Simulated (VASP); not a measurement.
# BN: single point with PBE+D3(BJ)

The system is BN, a slab with vacuum.

```
CELL_PARAMETERS angstrom
2.51200 0.00000 0.00000
-1.25600 2.17546 0.00000
0.00000 0.00000 26.00000
ATOMIC_POSITIONS crystal
B 0.00000 0.00000 0.50825
N 0.66667 0.33333 0.49175
```

```yaml
Program: VASP 6.6.1
Task: single point
Functional: PBE
Dispersion: D3(BJ)
Potentials_or_basis: VASP PAW PBE potentials, release 64 (B, N)
Cutoff: 520 eV
k_mesh: 12 × 12 × 1
Occupations: gaussian, width 0.02 eV
Spin: no spin polarisation
Dipole_correction: yes
Further_INCAR_settings: ALGO = Normal; EDIFF = 1e-06; NBANDS = 11
```

* Largest force: 6.212 eV/Å
* Band gap on the k mesh: 3.01 eV
* Dispersion energy per atom: -0.076 eV

Forces in eV/Å, atoms in the order of the input:
```
B    0.000  0.000 -6.212
N    0.000  0.000  6.212
```

Levels at points of the mesh, in eV from the valence-band top:
| k point | band 1 | band 2 | band 3 | band 4 | band 5 | band 6 | band 7 | band 8 |
| --- | --- | --- | --- | --- | --- | --- | --- | --- |
| (0.00, 0.00, 0.00) | -17.06 | -4.95 | 0.00 | 0.00 | 3.01 | 4.81 | 5.41 | 6.45 |
| (0.50, 0.00, 0.00) | -13.83 | -8.08 | -2.73 | -0.77 | 3.55 | 9.13 | 11.57 | 12.27 |

It took 30 s on 1 thread of AMD EPYC 9R45 96-Core Processor (Zen 5) (shared host), peak memory 0.23 GiB.
